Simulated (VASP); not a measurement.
# Ni in VASP: a series of runs, part 2 of 3

VASP 6.6.1. Earlier steps stand in the parts before.

## (3) Electric field gradients, PBE, collinear spin, ferromagnetic start (volume scaled by 1.06)

Contents of INCAR:

```
SYSTEM = Ni
PREC = Accurate
ENCUT = 520
EDIFF = 1E-8
ISMEAR = -1
SIGMA = 0.05
LREAL = .FALSE.
LASPH = .TRUE.
NELM = 150
ALGO = Normal
ISIF = 2
LWAVE = .FALSE.
LCHARG = .FALSE.
ISPIN = 2
MAGMOM = 1.5
LORBIT = 11
LMAXMIX = 4
GGA = PE
LEFG = .TRUE.
NBANDS = 15
```

Contents of KPOINTS:

```
regular mesh
0
G
  20 20 20
  0 0 0
```

Contents of POSCAR:

```
Ni
1.0
    0.0000000000      1.8026244894      1.8026244894
    1.8026244894      0.0000000000      1.8026244894
    1.8026244894      1.8026244894      0.0000000000
Ni
1
Direct
    0.0000000000      0.0000000000      0.0000000000
```

Potentials or basis: VASP PAW PBE potentials, release 64 (Ni).

On the command line:

```
> cat potpaw_PBE.64/Ni/POTCAR > POTCAR
> mpirun -np 1 vasp_std > vasp.out
```

OUTCAR:

```text
SYSTEM = Ni
   PREC = Accurate
   ENCUT = 520
   EDIFF = 1E-8
   ISMEAR = -1
   LREAL = .FALSE.
   LASPH = .TRUE.
   NELM = 150
   ISIF = 2
   ISPIN = 2
   LORBIT = 11
   GGA = PE

 ion  position               nearest neighbor table
   1  0.000  0.000  0.000-

  LATTYP: Found a face centered cubic cell.
 ALAT       =     3.6052489788

  Lattice vectors:

 A1 = (   0.0000000000,   1.8026244894,   1.8026244894)
 A2 = (   1.8026244894,   0.0000000000,   1.8026244894)
 A3 = (   1.8026244894,   1.8026244894,   0.0000000000)

Analysis of symmetry for initial positions (statically):
=====================================================================
 Subroutine PRICEL returns:
 Original cell was already a primitive cell.

 Routine SETGRP: Setting up the symmetry group for a
 face centered cubic supercell.

 Subroutine GETGRP returns: Found 48 space group operations
 (whereof 48 operations were pure point group operations)
 out of a pool of 48 trial point group operations.

The static configuration has the point symmetry O_h .

Analysis of symmetry for dynamics (positions and initial velocities):
=====================================================================
 Subroutine PRICEL returns:
 Original cell was already a primitive cell.

 Routine SETGRP: Setting up the symmetry group for a
 face centered cubic supercell.

 Subroutine GETGRP returns: Found 48 space group operations
 (whereof 48 operations were pure point group operations)
 out of a pool of 48 trial point group operations.

The dynamic configuration has the point symmetry O_h .

Analysis of structural, dynamic, and magnetic symmetry:
=====================================================================
[... 1022 lines left out ...]
      5       8.2008      0.96857
      6       8.4819      0.10013
      7      17.1731      0.00000
      8      29.1941      0.00000
      9      31.4064      0.00000
     10      33.0336      0.00000
     11      35.0789      0.00000
     12      36.8125      0.00000
     13      40.7380      0.00000
     14      47.1624      0.00000
     15      48.8787      0.00000

 [... further k-points ...]
[... 5 lines left out ...]
  --------------------------------------------------------------------------------------
  -------------------------------------------------------------------------------------
  Total       -0.8751313     -0.8751313     -0.8751313     -0.0000000      0.0000000     -0.0000000
  in kB     -119.6845221   -119.6845221   -119.6845221     -0.0000000      0.0000000     -0.0000000
  external PRESSURE =    -119.6845221 kB  Pullay stress =       0.0000000 kB

 VOLUME and BASIS-vectors are now :
 -----------------------------------------------------------------------------
  energy-cutoff  :      520.00
  volume of cell :       11.72
      direct lattice vectors                 reciprocal lattice vectors
     0.000000000  1.802624489  1.802624489    -0.277373354  0.277373354  0.277373354
     1.802624489  0.000000000  1.802624489     0.277373354 -0.277373354  0.277373354
     1.802624489  1.802624489  0.000000000     0.277373354  0.277373354 -0.277373354

 POSITION                                       TOTAL-FORCE (eV/Angst)
 -----------------------------------------------------------------------------------
      0.00000      0.00000      0.00000         0.000000      0.000000      0.000000
 -----------------------------------------------------------------------------------
    total drift:                                0.000000      0.000000      0.000000

  FREE ENERGIE OF THE ION-ELECTRON SYSTEM (eV)
  ---------------------------------------------------
  free  energy   TOTEN  =        -5.4447272166 eV

  energy  without entropy=       -5.4293190708  energy(sigma->0) =       -5.43702314

 Electric field gradients (V/A^2)
---------------------------------------------------------------------
 ion       V_xx      V_yy      V_zz      V_xy      V_xz      V_yz
---------------------------------------------------------------------
   1      -0.000     0.000    -0.000    -0.000    -0.000    -0.000
---------------------------------------------------------------------

 Electric field gradients after diagonalization (V/A^2)
 (convention: |V_zz| > |V_xx| > |V_yy|)
----------------------------------------------------------------------
 ion       V_xx      V_yy      V_zz     asymmetry (V_yy - V_xx)/ V_zz
----------------------------------------------------------------------
   1       0.000     0.000    -0.001       0.000
----------------------------------------------------------------------

           NMR quadrupolar parameters

 Cq : quadrupolar parameter    Cq=e*Q*V_zz/h
 eta: asymmetry parameters     (V_yy - V_xx)/ V_zz
 Q  : nuclear electric quadrupole moment in mb (millibarn)
----------------------------------------------------------------------
 ion       Cq(MHz)       eta       Q (mb)
----------------------------------------------------------------------
   1      -0.000       0.000       1.000
----------------------------------------------------------------------

 total charge

# of ion       s       p       d       tot
------------------------------------------
    1        0.468   0.436   8.285   9.188

 magnetization (x)

# of ion       s       p       d       tot
------------------------------------------
    1       -0.007  -0.024   0.690   0.659
```

Wall time 46 s (1 thread of Intel Xeon 6975P-C (Granite Rapids), shared host); peak memory 0.18 GiB.

Results:

```yaml
Free_energy: -5.4447 eV
Pressure: -12.0 GPa
Net_moment: 0.64 μB per cell
Site_moments: Ni +0.66 μB
Valence_electrons_inside_the_program's_atomic_spheres: Ni 9.19
```

Caveat: without QUAD_EFG the Cq values of the log hold for a quadrupole moment of 1 mb, not for the nuclei.

## (4) Electric field gradients, PBE, collinear spin, ferromagnetic start (zz strain of +1 %)

Contents of INCAR:

```
PREC = Accurate
ENCUT = 520
EDIFF = 1E-8
ISMEAR = -1
SIGMA = 0.05
LREAL = F
LASPH = T
NELM = 200
ALGO = Normal
ISIF = 2
LWAVE = F
LCHARG = F
ISPIN = 2
MAGMOM = 1.5
LORBIT = 11
LMAXMIX = 4
GGA = PE
LEFG = T
NBANDS = 15
GGA_COMPAT = F
```

Contents of KPOINTS:

```
Automatic mesh
0
Gamma
  20 20 20
```

Contents of POSCAR:

```
Ni
1.0
    0.0000000000      1.7679500000      1.7856295000
    1.7679500000      0.0000000000      1.7856295000
    1.7679500000      1.7679500000      0.0000000000
Ni
1
Direct
    0.0000000000      0.0000000000      0.0000000000
```

Potentials or basis: VASP PAW PBE potentials, release 64 (Ni).

On the command line:

```
> cat potpaw_PBE.64/Ni/POTCAR > POTCAR
> mpirun -np 1 vasp_std > vasp.out
```

OUTCAR:

```text
PREC = Accurate
   ENCUT = 520
   EDIFF = 1E-8
   ISMEAR = -1
   LREAL = F
   LASPH = T
   NELM = 200
   ISIF = 2
   ISPIN = 2
   LORBIT = 11
   GGA = PE

 ion  position               nearest neighbor table
   1  0.000  0.000  0.000-

  LATTYP: Found a body centered tetragonal cell.
 ALAT       =     2.5002588676
 C/A-ratio  =     1.4283556980

  Lattice vectors:

 A1 = (  -1.7679500000,   0.0000000000,   1.7856295000)
 A2 = (   1.7679500000,   0.0000000000,   1.7856295000)
 A3 = (   0.0000000000,   1.7679500000,  -1.7856295000)

Analysis of symmetry for initial positions (statically):
=====================================================================
 Subroutine PRICEL returns:
 Original cell was already a primitive cell.

 Routine SETGRP: Setting up the symmetry group for a
 body centered tetragonal supercell.

 Subroutine GETGRP returns: Found 16 space group operations
 (whereof 16 operations were pure point group operations)
 out of a pool of 16 trial point group operations.

The static configuration has the point symmetry D_4h.

Analysis of symmetry for dynamics (positions and initial velocities):
=====================================================================
 Subroutine PRICEL returns:
 Original cell was already a primitive cell.

 Routine SETGRP: Setting up the symmetry group for a
 body centered tetragonal supercell.

 Subroutine GETGRP returns: Found 16 space group operations
 (whereof 16 operations were pure point group operations)
 out of a pool of 16 trial point group operations.

The dynamic configuration has the point symmetry D_4h.

Analysis of structural, dynamic, and magnetic symmetry:
=====================================================================
 Subroutine PRICEL returns:
 Original cell was already a primitive cell.

 Routine SETGRP: Setting up the symmetry group for a
 body centered tetragonal supercell.

 Subroutine GETGRP returns: Found 16 space group operations
 (whereof 16 operations were pure point group operations)
 out of a pool of 16 trial point group operations.

The overall configuration has the point symmetry D_4h.

 Subroutine INISYM returns: Found 16 space group operations
 (whereof 16 operations are pure point group operations),
 and found     1 'primitive' translations

----------------------------------------------------------------------------------------

                                     Primitive cell

  volume of cell :      11.1625

  direct lattice vectors                    reciprocal lattice vectors
     0.000000000  1.767950000  1.785629500    -0.282813428  0.282813428  0.280013295
     1.767950000  0.000000000  1.785629500     0.282813428 -0.282813428  0.280013295
     1.767950000  1.767950000  0.000000000     0.282813428  0.282813428 -0.280013295

  length of vectors
     2.512791259  2.512791259  2.500258868     0.488235922  0.488235922  0.488235922

  position of ions in fractional coordinates (direct lattice)
     0.000000000  0.000000000  0.000000000

  ion indices of the primitive-cell ions
   primitive index   ion index
                 1           1

----------------------------------------------------------------------------------------

 KPOINTS: Automatic mesh
[... 109 lines left out ...]
  ext. energy  EPLUGINS =         0.00000000
  ---------------------------------------------------
  free energy    TOTEN  =        -5.47365464 eV

  energy without entropy =       -5.45912329  energy(sigma->0) =       -5.46638896

 E-fermi :   9.0180     XC(G=0): -13.1050

 val. band max:        9.0174311427   @ k =  -0.4500   0.0500   0.5000
 cond. band min:       9.0186928885   @ k =  -0.4000   0.3500   0.2000
 fundamental gap:      0.0012617458
 Fermi energy:         9.0180172119

 spin component 1

 k-point     1 :       0.0000    0.0000    0.0000
  band No.  band energies     occupation
      1       0.1860      1.00000
      2       6.6048      1.00000
      3       6.6632      1.00000
      4       6.6632      1.00000
      5       7.7475      1.00000
      6       7.8121      1.00000
      7      32.5266      0.00000
      8      36.1217      0.00000
      9      36.2172      0.00000
     10      36.2172      0.00000
     11      39.0262      0.00000
     12      39.0262      0.00000
     13      39.0809      0.00000
     14      42.0618      0.00000
[... 403 lines left out ...]
      4       6.9094      1.00000
      5       8.0928      1.00000
      6       8.4427      0.99999
      7      17.9397      0.00000
      8      30.2445      0.00000
      9      32.8127      0.00000
     10      34.6165      0.00000
     11      36.6277      0.00000
     12      38.2098      0.00000
     13      42.2383      0.00000
     14      48.9484      0.00000
     15      50.5564      0.00000

 [... further k-points ...]

 spin component 2

 k-point     1 :       0.0000    0.0000    0.0000
  band No.  band energies     occupation
      1       0.1481      1.00000
      2       7.3660      1.00000
      3       7.4234      1.00000
      4       7.4234      1.00000
      5       8.3394      1.00000
      6       8.4011      1.00000
      7      32.3571      0.00000
      8      36.0981      0.00000
      9      36.2026      0.00000
     10      36.2026      0.00000
     11      39.1209      0.00000
     12      39.1209      0.00000
     13      39.1835      0.00000
     14      41.9343      0.00000
[... 403 lines left out ...]
      4       7.4495      1.00000
      5       8.8264      0.97879
      6       9.1417      0.07774
      7      18.1797      0.00000
      8      30.2249      0.00000
      9      32.7927      0.00000
     10      34.7186      0.00000
     11      36.6509      0.00000
     12      38.2259      0.00000
     13      42.3002      0.00000
     14      49.0183      0.00000
     15      50.7333      0.00000

 [... further k-points ...]
[... 5 lines left out ...]
  --------------------------------------------------------------------------------------
  -------------------------------------------------------------------------------------
  Total       -0.2923822     -0.2923822     -0.3690041      0.0000000      0.0000000      0.0000000
  in kB      -41.9662479    -41.9662479    -52.9639587      0.0000000      0.0000000      0.0000000
  external PRESSURE =     -45.6321515 kB  Pullay stress =       0.0000000 kB

 VOLUME and BASIS-vectors are now :
 -----------------------------------------------------------------------------
  energy-cutoff  :      520.00
  volume of cell :       11.16
      direct lattice vectors                 reciprocal lattice vectors
     0.000000000  1.767950000  1.785629500    -0.282813428  0.282813428  0.280013295
     1.767950000  0.000000000  1.785629500     0.282813428 -0.282813428  0.280013295
     1.767950000  1.767950000  0.000000000     0.282813428  0.282813428 -0.280013295

 POSITION                                       TOTAL-FORCE (eV/Angst)
 -----------------------------------------------------------------------------------
      0.00000      0.00000      0.00000         0.000000     -0.000000     -0.000000
 -----------------------------------------------------------------------------------
    total drift:                                0.000000      0.000000      0.000000

  FREE ENERGIE OF THE ION-ELECTRON SYSTEM (eV)
  ---------------------------------------------------
  free  energy   TOTEN  =        -5.4736546406 eV

  energy  without entropy=       -5.4591232871  energy(sigma->0) =       -5.46638896

 Electric field gradients (V/A^2)
---------------------------------------------------------------------
 ion       V_xx      V_yy      V_zz      V_xy      V_xz      V_yz
---------------------------------------------------------------------
   1      -0.390    -0.390     0.779    -0.002    -0.001    -0.001
---------------------------------------------------------------------

 Electric field gradients after diagonalization (V/A^2)
 (convention: |V_zz| > |V_xx| > |V_yy|)
----------------------------------------------------------------------
 ion       V_xx      V_yy      V_zz     asymmetry (V_yy - V_xx)/ V_zz
----------------------------------------------------------------------
   1      -0.392    -0.387     0.779       0.006
----------------------------------------------------------------------

           NMR quadrupolar parameters

 Cq : quadrupolar parameter    Cq=e*Q*V_zz/h
 eta: asymmetry parameters     (V_yy - V_xx)/ V_zz
 Q  : nuclear electric quadrupole moment in mb (millibarn)
----------------------------------------------------------------------
 ion       Cq(MHz)       eta       Q (mb)
----------------------------------------------------------------------
   1       0.002       0.006       1.000
----------------------------------------------------------------------

 total charge

# of ion       s       p       d       tot
------------------------------------------
    1        0.487   0.476   8.303   9.265

 magnetization (x)

# of ion       s       p       d       tot
------------------------------------------
    1       -0.007  -0.025   0.677   0.646
```

Run time: 3.4 min. Hardware: 1 thread of Intel Xeon 6975P-C, shared host; peak memory 0.27 GiB.

What came out:

* Free energy: -5.4737 eV
* Pressure: -4.6 GPa
* Net moment: 0.63 μB per cell
* Site moments: Ni +0.65 μB
* Valence electrons inside the program's atomic spheres: Ni 9.27

Stress tensor (GPa, compression positive):
```
-4.20  0.00  0.00
 0.00 -4.20  0.00
 0.00  0.00 -5.30
```

Levels at points of the mesh, in eV from the Fermi level:
Spin up:
| k point | band 3 | band 4 | band 5 | band 6 | band 7 | band 8 |
| --- | --- | --- | --- | --- | --- | --- |
| (0.00, 0.00, 0.00) | -2.35 | -2.35 | -1.27 | -1.21 | 23.51 | 27.10 |
| (0.50, 0.00, 0.00) | -2.32 | -0.62 | -0.60 | -0.24 | 5.48 | 21.99 |
| (0.50, 0.50, 0.00) | -0.55 | -0.49 | -0.49 | 2.28 | 8.82 | 14.75 |
| (0.50, 0.00, 0.50) | -0.56 | -0.51 | -0.47 | 2.51 | 9.08 | 14.51 |
Spin down:
```
           k point  band 2  band 3  band 4  band 5  band 6  band 7  band 8  band 9
(0.00, 0.00, 0.00)   -1.65   -1.59   -1.59   -0.68   -0.62   23.34   27.08   27.18
(0.50, 0.00, 0.00)   -1.76   -1.70   -0.31    0.14    0.16    5.90   21.84   24.17
(0.50, 0.50, 0.00)   -3.43    0.06    0.37    0.37    2.24    9.06   14.76   14.76
(0.50, 0.00, 0.50)   -3.45    0.06    0.36    0.40    2.47    9.32   14.51   14.52
```

Electric field gradients, principal values (V/Å²):
| atom | least | middle | greatest (by size) |
| --- | --- | --- | --- |
| 1 Ni | -0.387 | -0.392 | 0.779 |

Caveat: the cell differs from its parent crystal (zz strain of +1 %); without QUAD_EFG the Cq values of the log hold for a quadrupole moment of 1 mb, not for the nuclei.

(Continued in part 3 of 3.)
